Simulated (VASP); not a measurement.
# ZnS (F-43m) in VASP: notebook

ZnS is run at these levels: LDA, PBE; tasks: single point, relaxation of shape and atoms at fixed volume.

All numbers are computed with VASP 6.6.1; they aren't measurements. Logs are shortened: lines on timing, memory, paths and dates and some standing lists are left out, and cuts for length are marked.

## 1. The cell of the first run

It takes space group F-43m (No. 216, cubic). The conventional cell has a = 5.387 Å, b = 5.387 Å, c = 5.387 Å, α = 90.00°, β = 90.00°, γ = 90.00°. Within 3.1 Å of Zn (site symmetry -43m) lie 4 S at 2.33 Å. Within 3.1 Å of S (site symmetry -43m) lie 4 Zn at 2.33 Å.

## 2. Single point, LDA

The input, INCAR:

```
SYSTEM = ZnS
PREC     = Accurate       ! precision mode
ENCUT    = 500            ! plane-wave cutoff, eV
EDIFF    = 1E-6           ! SCF threshold, eV
ISMEAR   = 1              ! smearing method
SIGMA    = 0.13           ! smearing width, eV
LREAL    = .FALSE.        ! projectors in reciprocal space
LASPH    = .TRUE.         ! aspherical terms in the spheres
NELM     = 120            ! most SCF steps
ALGO     = Normal         ! electronic algorithm
ISIF     = 2              ! what is computed and relaxed
LWAVE    = .FALSE.        ! write WAVECAR
LCHARG   = .FALSE.        ! write CHGCAR
GGA      = CA             ! functional
NBANDS   = 16             ! bands
GGA_COMPAT= .FALSE.
```

The input, KPOINTS:

```
Automatic mesh
0
G
  6 6 6
  0 0 0
```

The input, POSCAR:

```
ZnS
1.0
    0.0000000000      2.6936828773      2.6936828773
    2.6936828773      0.0000000000      2.6936828773
    2.6936828773      2.6936828773      0.0000000000
Zn S
1 1
Direct
    0.0000000000      0.0000000000      0.0000000000
    0.2500000000      0.2500000000      0.2500000000
```

Potentials or basis: VASP PAW LDA potentials, release 64 (Zn, S).

Run with:

```bash
cat potpaw_LDA.64/Zn/POTCAR potpaw_LDA.64/S/POTCAR > POTCAR
mpirun -np 1 vasp_std > vasp.out
```

OUTCAR:

```text
SYSTEM = ZnS
   PREC = Accurate
   ENCUT = 500
   EDIFF = 1E-6
   ISMEAR = 1
   LREAL = .FALSE.
   LASPH = .TRUE.
   NELM = 120
   ISIF = 2
   GGA = CA

 ion  position               nearest neighbor table
   1  0.000  0.000  0.000-   2 2.33   2 2.33   2 2.33   2 2.33
   2  0.250  0.250  0.250-   1 2.33   1 2.33   1 2.33   1 2.33

  LATTYP: Found a face centered cubic cell.
 ALAT       =     5.3873657546

  Lattice vectors:

 A1 = (   0.0000000000,   2.6936828773,   2.6936828773)
 A2 = (   2.6936828773,   0.0000000000,   2.6936828773)
 A3 = (   2.6936828773,   2.6936828773,   0.0000000000)

Analysis of symmetry for initial positions (statically):
=====================================================================
 Subroutine PRICEL returns:
 Original cell was already a primitive cell.

 Routine SETGRP: Setting up the symmetry group for a
 face centered cubic supercell.

 Subroutine GETGRP returns: Found 24 space group operations
 (whereof 24 operations were pure point group operations)
 out of a pool of 48 trial point group operations.

The static configuration has the point symmetry T_d .

Analysis of symmetry for dynamics (positions and initial velocities):
=====================================================================
 Subroutine PRICEL returns:
 Original cell was already a primitive cell.

 Routine SETGRP: Setting up the symmetry group for a
 face centered cubic supercell.

 Subroutine GETGRP returns: Found 24 space group operations
 (whereof 24 operations were pure point group operations)
 out of a pool of 48 trial point group operations.

The dynamic configuration has the point symmetry T_d .

 Subroutine INISYM returns: Found 24 space group operations
 (whereof 24 operations are pure point group operations),
 and found     1 'primitive' translations

----------------------------------------------------------------------------------------

                                     Primitive cell

  volume of cell :      39.0903

  direct lattice vectors                    reciprocal lattice vectors
     0.000000000  2.693682877  2.693682877    -0.185619474  0.185619474  0.185619474
     2.693682877  0.000000000  2.693682877     0.185619474 -0.185619474  0.185619474
     2.693682877  2.693682877  0.000000000     0.185619474  0.185619474 -0.185619474

  length of vectors
     3.809442858  3.809442858  3.809442858     0.321502361  0.321502361  0.321502361

  position of ions in fractional coordinates (direct lattice)
     0.000000000  0.000000000  0.000000000
[... 68 lines left out ...]
   NELM   =    120;   NELMIN=  2; NELMDL= -5     # of ELM steps
   EDIFF  = 0.1E-05   stopping-criterion for ELM
   LREAL  =      F    real-space projection
   EDIFFG = 0.1E-04   stopping-criterion for IOM
   NSW    =      0    number of steps for IOM
   IBRION =     -1    ionic relax: 0-MD 1-quasi-New 2-CG
   NFREE  =      0    steps in history (QN), initial steepest desc. (CG)
   ISIF   =      2    stress and relaxation
   ISYM   =      2    0-nonsym 1-usesym 2-fastsym
   POTIM  = 0.5000    time-step for ionic-motion
   TEBEG  =    0.0;   TEEND  =   0.0 temperature during run
   PSTRESS=    0.0 pullay stress
   NELECT =      18.0000    total number of electrons
   NUPDOWN=      -1.0000    fix difference up-down
   EMIN   =  10.00;   EMAX   =-10.00  energy-range for DOS
   EFERMI =   0.00;   METHOD = LEGACY
   ISMEAR =     1;   SIGMA  =   0.13  broadening in eV -4-tet -1-fermi 0-gaus
   EFERMI_NEDOS =   21; number of points for ismear=-14 and -15
   IALGO  =     38    algorithm
   IMIX   =      4    mixing-type and parameters
     AMIX     =   0.40;   BMIX     =  1.00
     AMIX_MAG =   1.60;   BMIX_MAG =  1.00
  volume/ion in A,a.u.               =      19.55       131.90
  Fermi-wavevector in a.u.,A,eV,Ry     =   1.264181  2.388955 21.744194  1.598153
  Thomas-Fermi vector in A             =   2.397499
   LORBIT       =      0    0 simple, 1 ext, 2 COOP (PROOUT), +10 PAW based schemes
   GGA     = CA    functional components
   LHFCALC =     F    Hartree Fock is set to
   AEXX    =    0.0000 exact exchange contribution
   IVDW    =     0    specifies the selected vdW correction
   LEPSILON=     F    determine dielectric tensor
   LRPA    =     F    only Hartree local field effects (RPA)
 non-spin polarized calculation
 Methfessel and Paxton  Order N= 1 SIGMA  =   0.13
  energy-cutoff  :      500.00
  volume of cell :       39.09
 maximum number of plane-waves:      1018
   NGX = 13   NGY = 13   NGZ = 13

 number of electron      18.0000006 magnetization

 Free energy of the ion-electron system (eV)
  ---------------------------------------------------
  ext. energy  EPLUGINS =         0.00000000
  ---------------------------------------------------
  free energy    TOTEN  =        -8.18209737 eV

  energy without entropy =       -8.18221365  energy(sigma->0) =       -8.18213613

 E-fermi :   2.1245     XC(G=0): -10.0807

 val. band max:        2.0158875044   @ k =   0.0000   0.0000   0.0000
 cond. band min:       3.9442214442   @ k =   0.0000   0.0000   0.0000
 fundamental gap:      1.9283339398
 Fermi energy:         2.1244550338

 k-point     1 :       0.0000    0.0000    0.0000
  band No.  band energies     occupation
      1     -11.1579      2.00000
      2      -4.5207      2.00000
      3      -4.5207      2.00000
      4      -4.5207      2.00000
      5      -4.0290      2.00000
      6      -4.0290      2.00000
[... 281 lines left out ...]
      3      -4.2314      2.00000
      4      -4.1415      2.00000
      5      -4.0054      2.00000
      6      -3.6562      2.00000
[... 8 lines left out ...]
     15      15.9364      0.00000
     16      16.7363      0.00000

------------------------ aborting loop because EDIFF is reached ----------------------------------------

  FORCE on cell =-STRESS in cart. coord.  units (eV):
  Direction    XX          YY          ZZ          XY          YZ          ZX
  --------------------------------------------------------------------------------------
  -------------------------------------------------------------------------------------
  Total       -0.9056068     -0.9056068     -0.9056068      0.0000000      0.0000000     -0.0000000
  in kB      -37.1176846    -37.1176846    -37.1176846      0.0000000      0.0000000     -0.0000000
  external PRESSURE =     -37.1176846 kB  Pullay stress =       0.0000000 kB

 VOLUME and BASIS-vectors are now :
 -----------------------------------------------------------------------------
  energy-cutoff  :      500.00
  volume of cell :       39.09
      direct lattice vectors                 reciprocal lattice vectors
     0.000000000  2.693682877  2.693682877    -0.185619474  0.185619474  0.185619474
     2.693682877  0.000000000  2.693682877     0.185619474 -0.185619474  0.185619474
     2.693682877  2.693682877  0.000000000     0.185619474  0.185619474 -0.185619474

 POSITION                                       TOTAL-FORCE (eV/Angst)
 -----------------------------------------------------------------------------------
      0.00000      0.00000      0.00000        -0.000000     -0.000000     -0.000000
      1.34684      1.34684      1.34684         0.000000      0.000000      0.000000
 -----------------------------------------------------------------------------------
    total drift:                                0.000001      0.000001      0.000000

  FREE ENERGIE OF THE ION-ELECTRON SYSTEM (eV)
  ---------------------------------------------------
  free  energy   TOTEN  =        -8.1820973737 eV

  energy  without entropy=       -8.1822136532  energy(sigma->0) =       -8.18213613
```

OSZICAR:

```text
N       E                     dE             d eps       ncg     rms          rms(c)
DAV:   1     0.836522528971E+02    0.83652E+02   -0.86418E+03   512   0.134E+03
DAV:   2    -0.310352273452E+01   -0.86756E+02   -0.80910E+02   560   0.250E+02
DAV:   3    -0.855609374062E+01   -0.54526E+01   -0.54318E+01   680   0.626E+01
DAV:   4    -0.861091498900E+01   -0.54821E-01   -0.54811E-01   624   0.637E+00
DAV:   5    -0.861159165727E+01   -0.67667E-03   -0.67666E-03   656   0.687E-01    0.695E+00
DAV:   6    -0.821680076814E+01    0.39479E+00   -0.74072E-01   768   0.305E+01    0.540E+00
DAV:   7    -0.818873142229E+01    0.28069E-01   -0.21485E-01   656   0.465E+00    0.258E+00
DAV:   8    -0.818258662461E+01    0.61448E-02   -0.48100E-03   696   0.107E+00    0.558E-01
DAV:   9    -0.818208502689E+01    0.50160E-03   -0.10314E-03   648   0.244E-01    0.883E-02
DAV:  10    -0.818209980564E+01   -0.14779E-04   -0.76878E-05   576   0.692E-02    0.137E-02
DAV:  11    -0.818209727538E+01    0.25303E-05   -0.66463E-06   808   0.471E-02    0.334E-03
DAV:  12    -0.818209737366E+01   -0.98285E-07   -0.87869E-07   352   0.686E-03
   1 F= -.81820974E+01 E0= -.81821361E+01  d E =0.116280E-03
```

stdout:

```text
POSCAR found type information on POSCAR ZnS
 POSCAR found :  2 types and       2 ions
 scaLAPACK will be used
 LDA part: xc-table for (Slater(with rela. corr.)+CA(PZ))
 , standard interpolation
 POSCAR, INCAR and KPOINTS ok, starting setup
 FFT: planning ... GRIDC
 FFT: planning ... GRID_SOFT
 FFT: planning ... GRID
 WAVECAR not read
 entering main loop
```

It took 5.1 s on 1 thread of Intel Xeon 6975P-C (Granite Rapids), shared host; peak memory 0.13 GiB.

Results:

```yaml
Free_energy: -8.1821 eV
Pressure: -3.7 GPa
Band_gap_on_the_k_mesh: 1.93 eV, direct
```

A hybrid or GW would open this gap; LDA tends to underestimate it.

## 3. Single point, PBE

The input, INCAR:

```
  PREC = Accurate
  ENCUT = 500
  EDIFF = 1E-6
  ISMEAR = -5
  SIGMA = 0.1
  LREAL = F
  LASPH = T
  NELM = 120
  ALGO = Normal
  ISIF = 2
  LWAVE = F
  LCHARG = F
  GGA = PE
  NBANDS = 16
  GGA_COMPAT = F
```

The input, KPOINTS:

```
Automatic mesh
0
Gamma
  6 6 6
```

POSCAR is that of step 2.

Potentials or basis: VASP PAW PBE potentials, release 64 (Zn, S).

Run with:

```bash
cat potpaw_PBE.64/Zn/POTCAR potpaw_PBE.64/S/POTCAR > POTCAR
mpirun -np 1 vasp_std > vasp.out
```

It took 6.5 s on 1 thread of Intel Xeon 6975P-C (Granite Rapids), shared host; peak memory 0.15 GiB.

Results (log left out):

```yaml
Free_energy: -6.8391 eV
Pressure: 2.5 GPa
Band_gap_on_the_k_mesh: 2.15 eV, direct
```

Levels at points of the mesh, in eV from the valence-band top:
| k point | band 5 | band 6 | band 7 | band 8 | band 9 | band 10 | band 11 | band 12 | band 13 | band 14 |
| --- | --- | --- | --- | --- | --- | --- | --- | --- | --- | --- |
| (0.00, 0.00, 0.00) | -5.87 | -5.87 | 0.00 | 0.00 | 0.00 | 2.15 | 6.39 | 6.39 | 6.39 | 11.77 |
| (0.50, 0.00, 0.00) | -5.84 | -5.66 | -5.35 | -0.88 | -0.88 | 3.33 | 6.92 | 6.92 | 8.91 | 12.21 |
| (0.50, 0.50, 0.00) | -5.79 | -5.65 | -4.60 | -2.25 | -2.25 | 3.38 | 4.07 | 11.04 | 12.03 | 12.03 |

## 4. Single point, PBE

The input, INCAR:

```
PREC = Accurate ; ENCUT = 500
EDIFF = 1E-6 ; ISMEAR = -4
SIGMA = 0.1 ; LREAL = False
LASPH = True ; NELM = 120
ALGO = Normal ; ISIF = 2
LWAVE = False ; LCHARG = False
GGA = PE ; NBANDS = 16
GGA_COMPAT = False
```

The input, KPOINTS:

```
regular mesh
0
Gamma
  6 6 6
```

POSCAR is that of step 3.

Run with:

```bash
cat potpaw_PBE.64/Zn/POTCAR potpaw_PBE.64/S/POTCAR > POTCAR
mpirun -np 1 vasp_std > vasp.out
```

Run time: 6 s. Hardware: 1 thread of Intel Xeon 6975P-C (Granite Rapids), shared host; peak memory 0.15 GiB.

It converged, with:

```
Free energy            : -6.8391 eV
Pressure               : 2.5 GPa
Band gap on the k mesh : 2.15 eV, direct
```

Levels at points of the mesh, in eV from the valence-band top:
| k point | band 5 | band 6 | band 7 | band 8 | band 9 | band 10 | band 11 | band 12 | band 13 | band 14 |
| --- | --- | --- | --- | --- | --- | --- | --- | --- | --- | --- |
| (0.00, 0.00, 0.00) | -5.87 | -5.87 | 0.00 | 0.00 | 0.00 | 2.15 | 6.39 | 6.39 | 6.39 | 11.77 |
| (0.50, 0.00, 0.00) | -5.84 | -5.66 | -5.35 | -0.88 | -0.88 | 3.33 | 6.92 | 6.92 | 8.91 | 12.21 |
| (0.50, 0.50, 0.00) | -5.79 | -5.65 | -4.60 | -2.25 | -2.25 | 3.38 | 4.07 | 11.04 | 12.03 | 12.03 |

## 5. Relaxation of shape and atoms at fixed volume, LDA

The input, INCAR:

```
  ALGO = Normal
  EDIFF = 1E-7
  EDIFFG = -0.01
  ENCUT = 500
  GGA_COMPAT = F
  IBRION = 2
  ISIF = 4
  ISMEAR = 1
  ISYM = 0
  LASPH = T
  LCHARG = F
  LREAL = F
  LWAVE = F
  NELECT = 17.0
  NELM = 120
  NELMIN = 4
  NSW = 30
  PREC = Accurate
  SIGMA = 0.012
```

The input, KPOINTS:

```
Automatic mesh
0
Gamma
  2 2 2
  0.5 0.5 0
```

POSCAR is that of step 4.

Potentials or basis: VASP PAW LDA potentials, release 64 (Zn, S).

Run with:

```bash
cat potpaw_LDA.64/Zn/POTCAR potpaw_LDA.64/S/POTCAR > POTCAR
mpirun -np 1 vasp_std > vasp.out
```

Run time: 3.9 s. Hardware: 1 thread of Intel Xeon 6975P-C (Granite Rapids), shared host; peak memory 0.13 GiB.

The run converged. Its results:

```yaml
Free_energy: -9.3159 eV
```

Final structure:
```
Zn S
1.0
     0.00000    2.69368    2.69368
     2.69368    0.00000    2.69368
     2.69368    2.69368    0.00000
Zn S
1 1
Cartesian
  0.0000 0.0000 0.0000
  1.3468 1.3468 1.3468
```

Levels at points of the mesh, in eV from the Fermi level:
```tsv
k point	band 5	band 6	band 7	band 8	band 9	band 10	band 11	band 12
(0.25, 0.25, 0.00)	-4.69	-4.62	-1.29	-0.01	-0.01	6.05	6.41	10.17
```

Caveat: the k points lie up to 1.01 Å⁻¹ apart in the final cell; the cell carries a net charge on a neutralising background, which shifts energy and pressure; the cell is charged against a uniform background, so pressure and absolute levels hang on convention; the relaxation stopped at its first step, so nothing moved.
